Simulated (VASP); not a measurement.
# Be (P4/nmm) in VASP: notebook

The runs below take Be through single point, relaxation of cell and atoms, with PBE.

Program: VASP 6.6.1. These are calculated values, not measurements. Logs are shortened: lines on timing, memory, paths and dates and some standing lists are left out, and cuts for length are marked.

**1. The cell of the first run**

The structure is tetragonal, space group P4/nmm (No. 129). The conventional cell has a = 2.647 Å, b = 2.647 Å, c = 2.442 Å, α = 90.00°, β = 90.00°, γ = 90.00°. Be (site symmetry 4mm) has 6 Be at 1.88 to 2.44 Å within 2.5 Å.

**2. Single point, PBE**

INCAR reads:

```
ALGO     = Fast           # electronic algorithm
EDIFF    = 1E-6           # SCF threshold, eV
ENCUT    = 520            # plane-wave cutoff, eV
GGA      = PE             # functional
ISIF     = 2              # what is computed and relaxed
ISMEAR   = 0              # smearing method
LASPH    = T              # aspherical terms in the spheres
LCHARG   = F              # write CHGCAR
LREAL    = F              # projectors in reciprocal space
LWAVE    = F              # write WAVECAR
NBANDS   = 9              # bands
NELM     = 80             # most SCF steps
PREC     = Accurate       # precision mode
SIGMA    = 0.1            # smearing width, eV
```

KPOINTS reads:

```
k-points
0
Gamma
  6 6 8
```

POSCAR reads:

```
Be
1.0
    2.6471686800      0.0000000000      0.0000000000
    0.0000000000      2.6471686800      0.0000000000
    0.0000000000      0.0000000000      2.4423817400
Be
2
Direct
    0.5000000000      0.0000000000      0.4688509500
    0.0000000000      0.5000000000      0.5311490500
```

Potentials or basis: VASP PAW PBE potentials, release 64 (Be).

Command:

```sh
$ cat potpaw_PBE.64/Be/POTCAR > POTCAR
$ mpirun -np 1 vasp_std > vasp.out
```

OUTCAR:

```text
EDIFF = 1E-6
   ENCUT = 520
   GGA = PE
   ISIF = 2
   ISMEAR = 0
   LASPH = T
   LREAL = F
   NELM = 80
   PREC = Accurate

 ion  position               nearest neighbor table
   1  0.500  0.000  0.469-   2 1.88   2 1.88   2 1.88   2 1.88
   2  0.000  0.500  0.531-   1 1.88   1 1.88   1 1.88   1 1.88

  LATTYP: Found a simple tetragonal cell.
 ALAT       =     2.6471686800
 C/A-ratio  =     0.9226392555

  Lattice vectors:

 A1 = (   2.6471686800,   0.0000000000,   0.0000000000)
 A2 = (   0.0000000000,   2.6471686800,   0.0000000000)
 A3 = (   0.0000000000,   0.0000000000,   2.4423817400)

Analysis of symmetry for initial positions (statically):
=====================================================================
 Subroutine PRICEL returns:
 Original cell was already a primitive cell.

 Routine SETGRP: Setting up the symmetry group for a
 simple tetragonal supercell.

 Subroutine GETGRP returns: Found 16 space group operations
 (whereof  8 operations were pure point group operations)
 out of a pool of 16 trial point group operations.

The static configuration has the point symmetry D_2d.
 The point group associated with its full space group is D_4h.

Analysis of symmetry for dynamics (positions and initial velocities):
=====================================================================
 Subroutine PRICEL returns:
 Original cell was already a primitive cell.

 Routine SETGRP: Setting up the symmetry group for a
 simple tetragonal supercell.

 Subroutine GETGRP returns: Found 16 space group operations
 (whereof  8 operations were pure point group operations)
 out of a pool of 16 trial point group operations.

The dynamic configuration has the point symmetry D_2d.
 The point group associated with its full space group is D_4h.

 Subroutine INISYM returns: Found 16 space group operations
 (whereof  8 operations are pure point group operations),
 and found     1 'primitive' translations

----------------------------------------------------------------------------------------

                                     Primitive cell

  volume of cell :      17.1150

  direct lattice vectors                    reciprocal lattice vectors
     2.647168680  0.000000000  0.000000000     0.377762100  0.000000000  0.000000000
     0.000000000  2.647168680  0.000000000     0.000000000  0.377762100  0.000000000
     0.000000000  0.000000000  2.442381740     0.000000000  0.000000000  0.409436405

  length of vectors
     2.647168680  2.647168680  2.442381740     0.377762100  0.377762100  0.409436405

  position of ions in fractional coordinates (direct lattice)
     0.500000000  0.000000000  0.468850950
     0.000000000  0.500000000  0.531149050

  ion indices of the primitive-cell ions
   primitive index   ion index
                 1           1
                 2           2

----------------------------------------------------------------------------------------

 KPOINTS: k-points

Automatic generation of k-mesh.
 Grid dimensions read from file:
 generate k-points for:    6    6    8

 Generating k-lattice:

  Cartesian coordinates                     Fractional coordinates (reciprocal lattice)
     0.062960350  0.000000000  0.000000000     0.166666667  0.000000000  0.000000000
     0.000000000  0.062960350  0.000000000     0.000000000  0.166666667  0.000000000
     0.000000000  0.000000000  0.051179551     0.000000000  0.000000000  0.125000000

  Length of vectors
     0.062960350  0.062960350  0.051179551

  Shift w.r.t. Gamma in fractional coordinates (k-lattice)
     0.000000000  0.000000000  0.000000000

 Subroutine IBZKPT returns following result:
 ===========================================

 Found     50 irreducible k-points:

 Following reciprocal coordinates:
            Coordinates               Weight
  0.000000  0.000000  0.000000      1.000000
  0.166667  0.000000  0.000000      4.000000
  0.333333  0.000000  0.000000      4.000000
  0.500000  0.000000  0.000000      2.000000
  0.166667  0.166667  0.000000      4.000000
  0.333333  0.166667  0.000000      8.000000
[... 16 lines left out ...]
  0.333333  0.000000  0.250000      8.000000
  0.500000  0.000000  0.250000      4.000000
 [... further k-points ...]
   k-points           NKPTS =     50   k-points in BZ     NKDIM =     50   number of bands    NBANDS=      9
   number of dos      NEDOS =    301   number of ions     NIONS =      2
   total plane-waves  NPLWV =   7200
   dimension x,y,z NGX =    20 NGY =   20 NGZ =   18
   dimension x,y,z NGXF=    40 NGYF=   40 NGZF=   36
   ions per type =               2
   NGX,Y,Z   is equivalent  to a cutoff of  12.56, 12.56, 12.25 a.u.
   NGXF,Y,Z  is equivalent  to a cutoff of  25.12, 25.12, 24.50 a.u.
 SYSTEM =  unknown system
   PREC   = accura    normal or accurate (medium, high low for compatibility)
   ISTART =      0    job   : 0-new  1-cont  2-samecut
   ICHARG =      2    charge: 1-file 2-atom 10-const
   ISPIN  =      1    spin polarized calculation?
   LNONCOLLINEAR =      F non collinear calculations
   LSORBIT =      F    spin-orbit coupling
   LASPH  =      T    aspherical Exc in radial PAW
   ENCUT  =  520.0 eV  38.22 Ry    6.18 a.u.   4.92  4.92  4.54*2*pi/ulx,y,z
   NELM   =     80;   NELMIN=  2; NELMDL= -5     # of ELM steps
   EDIFF  = 0.1E-05   stopping-criterion for ELM
   LREAL  =      F    real-space projection
   EDIFFG = 0.1E-04   stopping-criterion for IOM
   NSW    =      0    number of steps for IOM
   IBRION =     -1    ionic relax: 0-MD 1-quasi-New 2-CG
   NFREE  =      0    steps in history (QN), initial steepest desc. (CG)
   ISIF   =      2    stress and relaxation
   ISYM   =      2    0-nonsym 1-usesym 2-fastsym
   POTIM  = 0.5000    time-step for ionic-motion
   TEBEG  =    0.0;   TEEND  =   0.0 temperature during run
   PSTRESS=    0.0 pullay stress
   NELECT =       4.0000    total number of electrons
   NUPDOWN=      -1.0000    fix difference up-down
   EMIN   =  10.00;   EMAX   =-10.00  energy-range for DOS
   EFERMI =   0.00;   METHOD = LEGACY
   ISMEAR =     0;   SIGMA  =   0.10  broadening in eV -4-tet -1-fermi 0-gaus
   EFERMI_NEDOS =   21; number of points for ismear=-14 and -15
   IALGO  =     68    algorithm
   IMIX   =      4    mixing-type and parameters
     AMIX     =   0.40;   BMIX     =  1.00
     AMIX_MAG =   1.60;   BMIX_MAG =  1.00
  volume/ion in A,a.u.               =       8.56        57.75
  Fermi-wavevector in a.u.,A,eV,Ry     =   1.008407  1.905613 13.835559  1.016885
  Thomas-Fermi vector in A             =   2.141272
   LORBIT       =      0    0 simple, 1 ext, 2 COOP (PROOUT), +10 PAW based schemes
   GGA     = PE    functional components
   LHFCALC =     F    Hartree Fock is set to
   AEXX    =    0.0000 exact exchange contribution
   IVDW    =     0    specifies the selected vdW correction
   LEPSILON=     F    determine dielectric tensor
   LRPA    =     F    only Hartree local field effects (RPA)
 non-spin polarized calculation
 RMM-DIIS sequential band-by-band and
 Gauss-broadening in eV      SIGMA  =   0.10
  energy-cutoff  :      520.00
  volume of cell :       17.11
 maximum number of plane-waves:       480
 NGX is ok and might be reduce to    20
   NGX =  9   NGY =  9   NGZ =  9

 number of electron       4.0000000 magnetization

 Free energy of the ion-electron system (eV)
  ---------------------------------------------------
  ext. energy  EPLUGINS =         0.00000000
  ---------------------------------------------------
  free energy    TOTEN  =        -5.43444870 eV

  energy without entropy =       -5.43320538  energy(sigma->0) =       -5.43382704

 E-fermi :   5.7773     XC(G=0): -10.2446

 val. band max:        5.6147395584   @ k =   0.3333   0.1667   0.3750
 cond. band min:       5.8493093990   @ k =   0.1667   0.1667   0.1250
 fundamental gap:      0.2345698406
 Fermi energy:         5.7772778347

 k-point     1 :       0.0000    0.0000    0.0000
  band No.  band energies     occupation
      1      -4.4606      2.00000
      2       8.9167      0.00000
      3       8.9167      0.00000
      4      13.1077      0.00000
      5      15.4584      0.00000
      6      19.5349      0.00000
      7      19.6279      0.00000
      8      26.7253      0.00000
      9      26.7423      0.00000

 k-point     2 :       0.1667    0.0000    0.0000
  band No.  band energies     occupation
      1      -4.0289      2.00000
      2       6.2217      0.00000
      3       9.4959      0.00000
      4      13.6562      0.00000
      5      17.8406      0.00000
      6      19.3654      0.00000
      7      20.7799      0.00000
      8      22.9439      0.00000
      9      24.8914      0.00000

 k-point     3 :       0.3333    0.0000    0.0000
  band No.  band energies     occupation
      1      -2.7295      2.00000
      2       2.4876      2.00000
      3      11.2296      0.00000
      4      15.2383      0.00000
      5      18.0702      0.00000
      6      18.7845      0.00000
      7      18.8630      0.00000
      8      21.5813      0.00000
      9      25.4988      0.00000

 k-point     4 :       0.5000    0.0000    0.0000
  band No.  band energies     occupation
      1      -0.5536      2.00000
      2      -0.5536      2.00000
      3      14.1027      0.00000
      4      14.1027      0.00000
      5      17.6040      0.00000
      6      17.6040      0.00000
      7      19.2277      0.00000
      8      19.2277      0.00000
      9      27.8157      0.00000
[... 205 lines left out ...]
 k-point    22 :       0.1667    0.0000    0.2500
  band No.  band energies     occupation
      1      -2.8114      2.00000
      2       6.9775      0.00000
      3       7.5814      0.00000
      4      10.5160      0.00000
      5      16.3835      0.00000
      6      19.7483      0.00000
      7      23.7438      0.00000
      8      25.2101      0.00000
      9      26.9022      0.00000

 k-point    23 :       0.3333    0.0000    0.2500
  band No.  band energies     occupation
      1      -1.4901      2.00000
      2       3.6973      2.00000
      3       8.4880      0.00000
      4      12.2427      0.00000
      5      13.5261      0.00000
      6      19.0317      0.00000
      7      22.3549      0.00000
      8      25.3302      0.00000
      9      28.1378      0.00000

 k-point    24 :       0.5000    0.0000    0.2500
  band No.  band energies     occupation
      1       0.6935      2.00000
      2       0.6935      2.00000
      3      10.6278      0.00000
      4      10.6278      0.00000
      5      15.1007      0.00000
      6      15.1007      0.00000
      7      23.9604      0.00000
      8      23.9603      0.00000
      9      29.2692      0.00000

 [... further k-points ...]
[... 5 lines left out ...]
  --------------------------------------------------------------------------------------
  -------------------------------------------------------------------------------------
  Total        3.1817746      3.1817746      1.3882356      0.0000000      0.0000000      0.0000000
  in kB      297.8538499    297.8538499    129.9561963      0.0000000      0.0000000      0.0000000
  external PRESSURE =     241.8879654 kB  Pullay stress =       0.0000000 kB

 VOLUME and BASIS-vectors are now :
 -----------------------------------------------------------------------------
  energy-cutoff  :      520.00
  volume of cell :       17.11
      direct lattice vectors                 reciprocal lattice vectors
     2.647168680  0.000000000  0.000000000     0.377762100  0.000000000  0.000000000
     0.000000000  2.647168680  0.000000000     0.000000000  0.377762100  0.000000000
     0.000000000  0.000000000  2.442381740     0.000000000  0.000000000  0.409436405

 POSITION                                       TOTAL-FORCE (eV/Angst)
 -----------------------------------------------------------------------------------
      1.32358      0.00000      1.14511        -0.000000      0.000000     -0.871344
      0.00000      1.32358      1.29727         0.000000      0.000000      0.871344
 -----------------------------------------------------------------------------------
    total drift:                               -0.000000     -0.000000      0.000000

  FREE ENERGIE OF THE ION-ELECTRON SYSTEM (eV)
  ---------------------------------------------------
  free  energy   TOTEN  =        -5.4344487000 eV

  energy  without entropy=       -5.4332053770  energy(sigma->0) =       -5.43382704
```

Run time: 7.3 s. Hardware: 1 thread of AMD EPYC 7R43 (Zen 3), shared host; peak memory 0.08 GiB.

What came out:

```
Free energy            : -5.4344 eV
Pressure               : 24.2 GPa
Largest force          : 0.871 eV/Å
Band gap on the k mesh : zero (band 2 reaches 9.19 eV, above the bottom of band 3 at 5.17 eV)
```

Forces on the atoms (eV/Å):
```
Be   0.000  0.000 -0.871
Be   0.000  0.000  0.871
```

Caveat: the k points lie up to 0.40 Å⁻¹ apart.

**3. Relaxation of cell and atoms, PBE**

INCAR reads:

```
SYSTEM = Be
PREC = Accurate
ENCUT = 600
EDIFF = 1E-6
ISMEAR = 0
SIGMA = 0.1
LREAL = .False.
LASPH = .True.
NELM = 100
ALGO = Normal
ISIF = 3
LWAVE = .False.
LCHARG = .False.
GGA = PE
IBRION = 2
NSW = 90
EDIFFG = -0.04
```

KPOINTS reads:

```
regular mesh
0
Gamma
  6 6 8
  0 0 0
```

POSCAR is that of step 2.

Potentials or basis: VASP PAW PBE potentials, release 64 (Be).

Command:

```sh
$ cat potpaw_PBE.64/Be/POTCAR > POTCAR
$ mpirun -np 1 vasp_std > vasp.out
```

OUTCAR:

```text
SYSTEM = Be
   PREC = Accurate
   ENCUT = 600
   EDIFF = 1E-6
   ISMEAR = 0
   LREAL = .False.
   LASPH = .True.
   NELM = 100
   ISIF = 3
   GGA = PE
   IBRION = 2
   NSW = 90
   EDIFFG = -0.04

 ion  position               nearest neighbor table
   1  0.500  0.000  0.469-   2 1.88   2 1.88   2 1.88   2 1.88
   2  0.000  0.500  0.531-   1 1.88   1 1.88   1 1.88   1 1.88

  LATTYP: Found a simple tetragonal cell.
 ALAT       =     2.6471686800
 C/A-ratio  =     0.9226392555

  Lattice vectors:

 A1 = (   2.6471686800,   0.0000000000,   0.0000000000)
 A2 = (   0.0000000000,   2.6471686800,   0.0000000000)
 A3 = (   0.0000000000,   0.0000000000,   2.4423817400)

Analysis of symmetry for initial positions (statically):
=====================================================================
 Subroutine PRICEL returns:
 Original cell was already a primitive cell.

 Routine SETGRP: Setting up the symmetry group for a
 simple tetragonal supercell.

 Subroutine GETGRP returns: Found 16 space group operations
 (whereof  8 operations were pure point group operations)
 out of a pool of 16 trial point group operations.

The static configuration has the point symmetry D_2d.
 The point group associated with its full space group is D_4h.

Analysis of symmetry for dynamics (positions and initial velocities):
=====================================================================
[... 264 lines left out ...]

  energy  without entropy=       -5.7410794410  energy(sigma->0) =       -5.74395742

 E-fermi :   6.2400     XC(G=0):  -9.9818

 val. band max:        6.1388822526   @ k =   0.5000   0.1667   0.5000
 cond. band min:       6.3821848919   @ k =   0.1667   0.1667   0.0000
 fundamental gap:      0.2433026394
 Fermi energy:         6.2399535540

 k-point     1 :       0.0000    0.0000    0.0000
  band No.  band energies     occupation
      1      -4.7688      2.00000
      2       9.0723      0.00000
      3      10.0238      0.00000
      4      10.0238      0.00000
      5      14.3218      0.00000
      6      15.5711      0.00000
[... 199 lines left out ...]
 k-point    24 :       0.5000    0.0000    0.2500
  band No.  band energies     occupation
      1       0.2647      2.00000
      2       0.2647      2.00000
      3       9.3062      0.00000
      4       9.3062      0.00000
      5      15.6568      0.00000
      6      15.6568      0.00000

 [... further k-points ...]

[... ionic steps 4 to 39 ...]

--------------------------------------- Ionic step       40  -------------------------------------------

 number of electron       4.0000000 magnetization

------------------------ aborting loop because EDIFF is reached ----------------------------------------
[... 67 lines left out ...]
--------------------------------------- Ionic step       42  -------------------------------------------

 number of electron       4.0000000 magnetization

 Free energy of the ion-electron system (eV)
  ---------------------------------------------------
  ext. energy  EPLUGINS =         0.00000000
  ---------------------------------------------------
  free energy    TOTEN  =        -7.37181859 eV

  energy without entropy =       -7.37057023  energy(sigma->0) =       -7.37119441

 E-fermi :   7.2060     XC(G=0): -10.6231

 val. band max:        6.8608339722   @ k =   0.3333   0.3333   0.2500
 cond. band min:       7.2537260330   @ k =   0.3333   0.3333   0.2500
 fundamental gap:      0.3928920609
 Fermi energy:         7.2060325170

 k-point     1 :       0.0000    0.0000    0.0000
  band No.  band energies     occupation
      1      -4.3196      2.00000
      2       5.2280      2.00000
      3      11.8205      0.00000
      4      16.7034      0.00000
      5      16.7034      0.00000
      6      22.3494      0.00000
[... 236 lines left out ...]
  FREE ENERGIE OF THE ION-ELECTRON SYSTEM (eV)
  ---------------------------------------------------
  free  energy   TOTEN  =        -7.3718185866 eV

  energy  without entropy=       -7.3705702278  energy(sigma->0) =       -7.37119441

 reached required accuracy - stopping structural energy minimisation
```

It took 2.2 min on 1 thread of AMD EPYC 7R43 (Zen 3), shared host; peak memory 0.1 GiB.

What came out:

| Property | Result |
| --- | --- |
| Free energy | -7.3718 eV |
| Relaxed volume | 7.88 Å³/atom |
| Relaxed cell | a = 2.250 Å, b = 2.250 Å, c = 3.111 Å, α = 90.00°, β = 90.00°, γ = 90.00° |
| Space group after relaxing (to 0.05 Å) | I4/mmm (No. 139) |
| Energy gained by relaxing | 968.7 meV/atom |
| Ionic steps | 42 |
| Pressure after relaxing | -0.3 GPa |
| Largest force after relaxing | 0.017 eV/Å |
| Band gap on the k mesh | zero (band 2 reaches 8.45 eV, above the bottom of band 3 at 7.25 eV) |

Forces on the atoms (eV/Å):
```
Be   0.000  0.000 -0.017
Be   0.000  0.000  0.017
```

Step by step:
```csv
step,energy change (eV),largest force (eV/Å),pressure (GPa),volume (Å³)
1,0.0000,0.8715,24.19,17.11
3,-0.3124,0.8691,-2.00,21.02
5,-0.7830,1.3863,-11.43,21.57
7,-1.2806,0.0706,-22.59,22.19
9,-1.4113,0.7063,-17.76,20.63
11,-1.6122,0.6259,-15.27,19.21
13,-1.6332,1.4802,24.29,13.62
15,-1.8727,0.0676,-0.04,15.78
17,-1.8730,0.0095,-0.55,15.86
19,-1.8738,0.1647,0.36,15.76
21,-1.8740,0.1229,0.18,15.78
23,-1.8756,0.1674,0.40,15.75
25,-1.8817,0.3469,1.29,15.61
27,-1.8848,0.3551,1.41,15.59
29,-1.9095,0.4280,2.20,15.49
31,-1.9218,0.4550,3.25,15.36
33,-1.9345,0.2212,1.10,15.59
35,-1.9311,0.1407,-2.17,16.01
37,-1.9363,0.0554,-1.38,15.90
39,-1.9369,0.0142,-1.01,15.85
41,-1.9371,0.0316,-0.62,15.80
42,-1.9373,0.0171,-0.26,15.75
```

Final structure:
```cif
data_structure
_symmetry_space_group_name_H-M 'P 1'
_symmetry_Int_Tables_number 1
_cell_length_a 2.2502
_cell_length_b 2.2502
_cell_length_c 3.1108
_cell_angle_alpha 90.000
_cell_angle_beta 90.000
_cell_angle_gamma 90.000
_cell_volume 15.75
loop_
_atom_site_label
_atom_site_type_symbol
_atom_site_fract_x
_atom_site_fract_y
_atom_site_fract_z
_atom_site_occupancy
Be1 Be 0.50000 0.00000 0.25045 1
Be2 Be 0.00000 0.50000 0.74955 1
```

Caveat: the k points lie up to 0.47 Å⁻¹ apart in the final cell.
